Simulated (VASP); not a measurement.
# TlRuS3 (P6_3/mmc) in VASP: further runs

The runs below take TlRuS3 through single point, with PBE.

All numbers are computed with VASP 6.6.1; they aren't measurements. Logs are shortened: lines on timing, memory, paths and dates and some standing lists are left out, and cuts for length are marked.

### Step 1. The cell of the first run

The structure is hexagonal, space group P6_3/mmc (No. 194). Conventional cell: a = 6.723 Å, b = 6.723 Å, c = 5.689 Å, α = 90.00°, β = 90.00°, γ = 120.00°. Within 4.4 Å of Tl (site symmetry -6m2) lie 12 S at 3.36 to 3.47 Å and 6 Ru at 4.13 Å. Ru (site symmetry -3m) has 6 S at 2.36 Å and 2 Ru at 2.84 Å within 3.1 Å. S (site symmetry mm2) has 2 Ru at 2.36 Å within 3.1 Å.

### Step 2. Single point, PBE

Contents of INCAR:

```
SYSTEM = TlRuS3
PREC = Accurate ; ENCUT = 520
EDIFF = 1E-7 ; ISMEAR = 0
SIGMA = 0.1 ; LREAL = .False.
LASPH = .True. ; NELM = 60
ALGO = Normal ; ISIF = 2
LWAVE = .False. ; LCHARG = .False.
GGA = PE ; NBANDS = 56
```

Contents of KPOINTS:

```
Automatic mesh
0
Gamma
  6 6 8
  0 0 0
```

Contents of POSCAR:

```
TlRuS3
1.0
    6.7230051456      0.0000000000      0.0000000000
   -3.3615025728      5.8222932458      0.0000000000
    0.0000000000      0.0000000000      5.6891757529
Tl Ru S
2 2 6
Direct
    0.3333333333      0.6666666667      0.7500000000
    0.6666666667      0.3333333333      0.2500000000
    0.0000000000      0.0000000000      0.0000000000
    0.0000000000      0.0000000000      0.5000000000
    0.8380585833      0.6761171666      0.7500000000
    0.3238828334      0.1619414167      0.7500000000
    0.8380585833      0.1619414167      0.7500000000
    0.1619414167      0.3238828334      0.2500000000
    0.6761171666      0.8380585833      0.2500000000
    0.1619414167      0.8380585833      0.2500000000
```

Potentials or basis: VASP PAW PBE potentials, release 64 (Tl_d, Ru_pv, S).

On the command line:

```bash
$ cat potpaw_PBE.64/Tl_d/POTCAR potpaw_PBE.64/Ru_pv/POTCAR potpaw_PBE.64/S/POTCAR > POTCAR
$ mpirun -np 1 vasp_std > vasp.out
```

OUTCAR:

```text
SYSTEM = TlRuS3
   PREC = Accurate
   ENCUT = 520
   EDIFF = 1E-7
   ISMEAR = 0
   LREAL = .False.
   LASPH = .True.
   NELM = 60
   ISIF = 2
   GGA = PE

 ion  position               nearest neighbor table
   1  0.333  0.667  0.750-   6 3.36   5 3.36   7 3.36   7 3.36   6 3.36   5 3.36
   2  0.667  0.333  0.250-   9 3.36   8 3.36  10 3.36  10 3.36   9 3.36   8 3.36
   3  0.000  0.000  0.000-   5 2.36   8 2.36   6 2.36   9 2.36   7 2.36  10 2.36   4 2.84   4 2.84

   4  0.000  0.000  0.500-   5 2.36   8 2.36   6 2.36   9 2.36   7 2.36  10 2.36   3 2.84   3 2.84

   5  0.838  0.676  0.750-   3 2.36   4 2.36   1 3.36   1 3.36
   6  0.324  0.162  0.750-   3 2.36   4 2.36   1 3.36   1 3.36
   7  0.838  0.162  0.750-   3 2.36   4 2.36   1 3.36   1 3.36
   8  0.162  0.324  0.250-   3 2.36   4 2.36   2 3.36   2 3.36
   9  0.676  0.838  0.250-   3 2.36   4 2.36   2 3.36   2 3.36
  10  0.162  0.838  0.250-   3 2.36   4 2.36   2 3.36   2 3.36

  LATTYP: Found a hexagonal cell.
 ALAT       =     6.7230051456
 C/A-ratio  =     0.8462251076

  Lattice vectors:

 A1 = (   6.7230051456,   0.0000000000,   0.0000000000)
 A2 = (  -3.3615025728,   5.8222932458,   0.0000000000)
 A3 = (   0.0000000000,   0.0000000000,   5.6891757529)

Analysis of symmetry for initial positions (statically):
=====================================================================
 Subroutine PRICEL returns:
 Original cell was already a primitive cell.

 Routine SETGRP: Setting up the symmetry group for a
 hexagonal supercell.

 Subroutine GETGRP returns: Found 24 space group operations
 (whereof 12 operations were pure point group operations)
 out of a pool of 24 trial point group operations.

The static configuration has the point symmetry D_3d.
 The point group associated with its full space group is D_6h.

Analysis of symmetry for dynamics (positions and initial velocities):
=====================================================================
 Subroutine PRICEL returns:
 Original cell was already a primitive cell.

 Routine SETGRP: Setting up the symmetry group for a
 hexagonal supercell.

 Subroutine GETGRP returns: Found 24 space group operations
 (whereof 12 operations were pure point group operations)
 out of a pool of 24 trial point group operations.

The dynamic configuration has the point symmetry D_3d.
 The point group associated with its full space group is D_6h.

 Subroutine INISYM returns: Found 24 space group operations
 (whereof 12 operations are pure point group operations),
 and found     1 'primitive' translations

----------------------------------------------------------------------------------------

                                     Primitive cell

  volume of cell :     222.6932

  direct lattice vectors                    reciprocal lattice vectors
     6.723005146  0.000000000  0.000000000     0.148743007  0.085876815  0.000000000
    -3.361502573  5.822293246  0.000000000     0.000000000  0.171753630  0.000000000
     0.000000000  0.000000000  5.689175753     0.000000000  0.000000000  0.175772387

  length of vectors
     6.723005146  6.723005146  5.689175753     0.171753630  0.171753630  0.175772387

  position of ions in fractional coordinates (direct lattice)
     0.333333333  0.666666667  0.750000000
     0.666666667  0.333333333  0.250000000
     0.000000000  0.000000000  0.000000000
     0.000000000  0.000000000  0.500000000
     0.838058583  0.676117167  0.750000000
     0.323882833  0.161941417  0.750000000
     0.838058583  0.161941417  0.750000000
     0.161941417  0.323882833  0.250000000
     0.676117167  0.838058583  0.250000000
     0.161941417  0.838058583  0.250000000

  ion indices of the primitive-cell ions
   primitive index   ion index
                 1           1
                 2           2
                 3           3
                 4           4
                 5           5
                 6           6
                 7           7
                 8           8
                 9           9
                10          10

----------------------------------------------------------------------------------------

 KPOINTS: Automatic mesh

Automatic generation of k-mesh.
 Grid dimensions read from file:
 generate k-points for:    6    6    8

 Generating k-lattice:

  Cartesian coordinates                     Fractional coordinates (reciprocal lattice)
     0.024790501  0.014312803  0.000000000     0.166666667  0.000000000  0.000000000
     0.000000000  0.028625605  0.000000000     0.000000000  0.166666667  0.000000000
     0.000000000  0.000000000  0.021971548     0.000000000  0.000000000  0.125000000

  Length of vectors
     0.028625605  0.028625605  0.021971548

  Shift w.r.t. Gamma in fractional coordinates (k-lattice)
     0.000000000  0.000000000  0.000000000

 Subroutine IBZKPT returns following result:
 ===========================================

 Found     35 irreducible k-points:

 Following reciprocal coordinates:
            Coordinates               Weight
  0.000000  0.000000  0.000000      1.000000
  0.166667  0.000000  0.000000      6.000000
  0.333333  0.000000  0.000000      6.000000
  0.500000  0.000000  0.000000      3.000000
  0.166667  0.166667  0.000000      6.000000
  0.333333  0.166667  0.000000     12.000000
[... 16 lines left out ...]
  0.166667  0.000000  0.375000     12.000000
  0.333333  0.000000  0.375000     12.000000
 [... further k-points ...]
   k-points           NKPTS =     35   k-points in BZ     NKDIM =     35   number of bands    NBANDS=     56
   number of dos      NEDOS =    301   number of ions     NIONS =     10
   total plane-waves  NPLWV = 105000
   dimension x,y,z NGX =    50 NGY =   50 NGZ =   42
   dimension x,y,z NGXF=   100 NGYF=  100 NGZF=   84
   ions per type =               2   2   6
   NGX,Y,Z   is equivalent  to a cutoff of  12.36, 12.36, 12.27 a.u.
   NGXF,Y,Z  is equivalent  to a cutoff of  24.73, 24.73, 24.55 a.u.
 SYSTEM =  TlRuS3
   PREC   = accura    normal or accurate (medium, high low for compatibility)
   ISTART =      0    job   : 0-new  1-cont  2-samecut
   ICHARG =      2    charge: 1-file 2-atom 10-const
   ISPIN  =      1    spin polarized calculation?
   LNONCOLLINEAR =      F non collinear calculations
   LSORBIT =      F    spin-orbit coupling
   LASPH  =      T    aspherical Exc in radial PAW
   ENCUT  =  520.0 eV  38.22 Ry    6.18 a.u.  12.50 12.50 10.58*2*pi/ulx,y,z
   NELM   =     60;   NELMIN=  2; NELMDL= -5     # of ELM steps
   EDIFF  = 0.1E-06   stopping-criterion for ELM
   LREAL  =      F    real-space projection
   EDIFFG = 0.1E-05   stopping-criterion for IOM
   NSW    =      0    number of steps for IOM
   IBRION =     -1    ionic relax: 0-MD 1-quasi-New 2-CG
   NFREE  =      0    steps in history (QN), initial steepest desc. (CG)
   ISIF   =      2    stress and relaxation
   ISYM   =      2    0-nonsym 1-usesym 2-fastsym
   POTIM  = 0.5000    time-step for ionic-motion
   TEBEG  =    0.0;   TEEND  =   0.0 temperature during run
   PSTRESS=    0.0 pullay stress
   NELECT =      90.0000    total number of electrons
   NUPDOWN=      -1.0000    fix difference up-down
   EMIN   =  10.00;   EMAX   =-10.00  energy-range for DOS
   EFERMI =   0.00;   METHOD = LEGACY
   ISMEAR =     0;   SIGMA  =   0.10  broadening in eV -4-tet -1-fermi 0-gaus
   EFERMI_NEDOS =   21; number of points for ismear=-14 and -15
   IALGO  =     38    algorithm
   IMIX   =      4    mixing-type and parameters
     AMIX     =   0.40;   BMIX     =  1.00
     AMIX_MAG =   1.60;   BMIX_MAG =  1.00
  volume/ion in A,a.u.               =      22.27       150.28
  Fermi-wavevector in a.u.,A,eV,Ry     =   1.210375  2.287278 19.932648  1.465008
  Thomas-Fermi vector in A             =   2.345924
   LORBIT       =      0    0 simple, 1 ext, 2 COOP (PROOUT), +10 PAW based schemes
   GGA     = PE    functional components
   LHFCALC =     F    Hartree Fock is set to
   AEXX    =    0.0000 exact exchange contribution
   IVDW    =     0    specifies the selected vdW correction
   LEPSILON=     F    determine dielectric tensor
   LRPA    =     F    only Hartree local field effects (RPA)
 non-spin polarized calculation
 Gauss-broadening in eV      SIGMA  =   0.10
  energy-cutoff  :      520.00
  volume of cell :      222.69
 maximum number of plane-waves:      6057
 NGX is ok and might be reduce to    50
   NGX = 25   NGY = 25   NGZ = 21

 number of electron      89.9999996 magnetization

 Free energy of the ion-electron system (eV)
  ---------------------------------------------------
  ext. energy  EPLUGINS =         0.00000000
  ---------------------------------------------------
  free energy    TOTEN  =       -49.12439694 eV

  energy without entropy =      -49.07544895  energy(sigma->0) =      -49.09992294

 E-fermi :   4.9016     XC(G=0):  -9.9296

 val. band max:        4.8918332387   @ k =   0.1667   0.0000   0.3750
 cond. band min:       4.9088020743   @ k =   0.5000   0.0000   0.5000
 fundamental gap:      0.0169688356
 Fermi energy:         4.9015878079

 k-point     1 :       0.0000    0.0000    0.0000
  band No.  band energies     occupation
      1     -38.7166      2.00000
      2     -38.3809      2.00000
      3     -38.2803      2.00000
      4     -38.2803      2.00000
      5     -38.2398      2.00000
      6     -38.2398      2.00000
[... 48 lines left out ...]
     55      10.7982      0.00000
     56      10.7983      0.00000

 k-point     2 :       0.1667    0.0000    0.0000
  band No.  band energies     occupation
      1     -38.7166      2.00000
      2     -38.3809      2.00000
      3     -38.2803      2.00000
      4     -38.2803      2.00000
      5     -38.2398      2.00000
      6     -38.2398      2.00000
[... 48 lines left out ...]
     55      10.0472      0.00000
     56      10.3665      0.00000
[... 1237 lines left out ...]
     55       9.9462      0.00000
     56      10.2507      0.00000

 k-point    24 :       0.3333    0.0000    0.3750
  band No.  band energies     occupation
      1     -38.6145      2.00000
      2     -38.4861      2.00000
      3     -38.2678      2.00000
      4     -38.2678      2.00000
      5     -38.2523      2.00000
      6     -38.2523      2.00000
[... 48 lines left out ...]
     55       9.1054      0.00000
     56      10.0606      0.00000

 [... further k-points ...]

------------------------ aborting loop because EDIFF is reached ----------------------------------------

  FORCE on cell =-STRESS in cart. coord.  units (eV):
  Direction    XX          YY          ZZ          XY          YZ          ZX
  --------------------------------------------------------------------------------------
  -------------------------------------------------------------------------------------
  Total       -0.2406236     -0.2406236     -0.3133787      0.0000000     -0.0000000     -0.0000000
  in kB       -1.7311788     -1.7311788     -2.2546190      0.0000000     -0.0000000     -0.0000000
  external PRESSURE =      -1.9056589 kB  Pullay stress =       0.0000000 kB

 VOLUME and BASIS-vectors are now :
 -----------------------------------------------------------------------------
  energy-cutoff  :      520.00
  volume of cell :      222.69
      direct lattice vectors                 reciprocal lattice vectors
     6.723005146  0.000000000  0.000000000     0.148743007  0.085876815  0.000000000
    -3.361502573  5.822293246  0.000000000     0.000000000  0.171753630  0.000000000
     0.000000000  0.000000000  5.689175753     0.000000000  0.000000000  0.175772387

 POSITION                                       TOTAL-FORCE (eV/Angst)
 -----------------------------------------------------------------------------------
     -0.00000      3.88153      4.26688        -0.000000      0.000000      0.000000
      3.36150      1.94076      1.42229        -0.000000      0.000000      0.000000
      0.00000      0.00000      0.00000        -0.000000      0.000000      0.000000
      0.00000      0.00000      2.84459        -0.000000      0.000000      0.000000
      3.36150      3.93655      4.26688        -0.000000      0.030561     -0.000000
      1.63310      0.94287      4.26688        -0.026467     -0.015281     -0.000000
      5.08991      0.94287      4.26688         0.026467     -0.015281     -0.000000
      0.00000      1.88574      1.42229        -0.000000     -0.030561      0.000000
      1.72840      4.87942      1.42229         0.026467      0.015281      0.000000
     -1.72840      4.87942      1.42229        -0.026467      0.015281      0.000000
 -----------------------------------------------------------------------------------
    total drift:                                0.000000     -0.000000      0.000000

  FREE ENERGIE OF THE ION-ELECTRON SYSTEM (eV)
  ---------------------------------------------------
  free  energy   TOTEN  =       -49.1243969386 eV

  energy  without entropy=      -49.0754489478  energy(sigma->0) =      -49.09992294
```

It took 5.6 min on 1 thread of Intel Xeon Platinum 8488C (Sapphire Rapids), shared host; peak memory 0.54 GiB.

What came out:

```
Free energy            : -49.1244 eV
Pressure               : -0.2 GPa
Largest force          : 0.031 eV/Å
Band gap on the k mesh : zero (bands 45 and 46 overlap by 0.77 eV)
```

Forces in eV/Å, atoms in the order of the input:
```
Tl   0.000  0.000  0.000
Tl   0.000  0.000  0.000
Ru   0.000  0.000  0.000
Ru   0.000  0.000  0.000
S    0.000  0.031  0.000
S   -0.026 -0.015  0.000
S    0.026 -0.015  0.000
S    0.000 -0.031  0.000
S    0.026  0.015  0.000
S   -0.026  0.015  0.000
```

Levels at points of the mesh, in eV from the Fermi level:
```csv
k point,band 41,band 42,band 43,band 44,band 45,band 46,band 47,band 48,band 49,band 50
"(0.00, 0.00, 0.00)",-0.99,-0.76,-0.60,-0.60,-0.52,-0.52,0.20,0.49,2.18,2.18
"(0.50, 0.00, 0.00)",-1.29,-0.58,-0.54,-0.33,-0.24,0.47,0.60,0.73,1.23,2.36
"(0.00, 0.00, 0.50)",-0.46,-0.46,-0.32,-0.32,-0.32,-0.32,-0.29,-0.29,2.93,2.93
"(0.50, 0.00, 0.50)",-0.81,-0.81,0.01,0.01,0.14,0.14,0.25,0.25,1.97,1.97
```

Caveat: spin-orbit coupling is left out, which moves the levels of the heavy elements.

### Step 3. Single point, PBE, collinear spin, ferromagnetic start

This run uses another cell than the first one, of 20.76 Å³/atom.

Contents of INCAR:

```
SYSTEM = TlRuS3
ALGO = Normal
EDIFF = 1E-6
ENCUT = 520
GGA = PE
ISIF = 2
ISMEAR = 0
ISPIN = 2
LASPH = .True.
LCHARG = .True.
LELF = .True.
LMAXMIX = 4
LORBIT = 11
LREAL = .False.
LVHAR = .True.
LWAVE = .False.
MAGMOM = 0 0 1 1 0 0 0 0 0 0
NBANDS = 60
NELM = 150
PREC = Accurate
SIGMA = 0.1
```

Contents of KPOINTS:

```
k-points
0
Gamma
  3 3 4
  0 0 0
```

Contents of POSCAR:

```
TlRuS3
1.0
    6.5839950000      0.0000000000      0.0000000000
   -3.2919975000      5.7019069300      0.0000000000
    0.0000000000      0.0000000000      5.5305558000
Tl Ru S
2 2 6
Direct
    0.3333333300      0.6666666700      0.7500000000
    0.6666666700      0.3333333300      0.2500000000
    0.0000000000      0.0000000000      0.0000000000
    0.0000000000      0.0000000000      0.5000000000
    0.8333333300      0.6666666700      0.7500000000
    0.3333333300      0.1666666700      0.7500000000
    0.8333333300      0.1666666700      0.7500000000
    0.1666666700      0.3333333300      0.2500000000
    0.6666666700      0.8333333300      0.2500000000
    0.1666666700      0.8333333300      0.2500000000
```

Potentials or basis: VASP PAW PBE potentials, release 64 (Tl_d, Ru_pv, S).

On the command line:

```bash
$ cat potpaw_PBE.64/Tl_d/POTCAR potpaw_PBE.64/Ru_pv/POTCAR potpaw_PBE.64/S/POTCAR > POTCAR
$ mpirun -np 1 vasp_std > vasp.out
```

Run time: 3.4 min. Hardware: 1 thread of Intel Xeon Platinum 8488C (Sapphire Rapids), shared host; peak memory 0.48 GiB.

It converged, with:

```yaml
Free_energy: -48.9985 eV
Pressure: 2.7 GPa
Largest_force: 0.058 eV/Å
Band_gap_on_the_k_mesh: zero (filled and empty bands overlap)
Net_moment: 0.00 μB per cell
Valence_electrons_inside_the_program's_atomic_spheres: Tl 11.10; Ru 12.63; S 3.66
```

Forces on the atoms (eV/Å):
```
Tl   0.000  0.000  0.000
Tl   0.000  0.000  0.000
Ru   0.000  0.000  0.000
Ru   0.000  0.000  0.000
S    0.000  0.058  0.000
S   -0.051 -0.029  0.000
S    0.051 -0.029  0.000
S    0.000 -0.058  0.000
S    0.051  0.029  0.000
S   -0.051  0.029  0.000
```

Stress tensor (GPa, compression positive):
```
1.85 0.00 0.00
0.00 1.85 0.00
0.00 0.00 4.50
```

Levels at points of the mesh, in eV from the Fermi level:
Spin up:
| k point | band 42 | band 43 | band 44 | band 45 | band 46 | band 47 | band 48 | band 49 |
| --- | --- | --- | --- | --- | --- | --- | --- | --- |
| (0.00, 0.00, 0.00) | -1.01 | -0.77 | -0.77 | -0.67 | -0.67 | 0.19 | 0.50 | 2.04 |
| (0.00, 0.00, 0.50) | -0.57 | -0.39 | -0.39 | -0.39 | -0.39 | -0.35 | -0.35 | 2.93 |
Spin down:
| k point | band 42 | band 43 | band 44 | band 45 | band 46 | band 47 | band 48 | band 49 |
| --- | --- | --- | --- | --- | --- | --- | --- | --- |
| (0.00, 0.00, 0.00) | -1.01 | -0.77 | -0.77 | -0.67 | -0.67 | 0.19 | 0.50 | 2.04 |
| (0.00, 0.00, 0.50) | -0.57 | -0.39 | -0.39 | -0.39 | -0.39 | -0.35 | -0.35 | 2.93 |

Caveat: the k points lie up to 0.37 Å⁻¹ apart, too coarse for converged energies and pressures of a metal; spin-orbit coupling is left out, which moves the levels of the heavy elements.
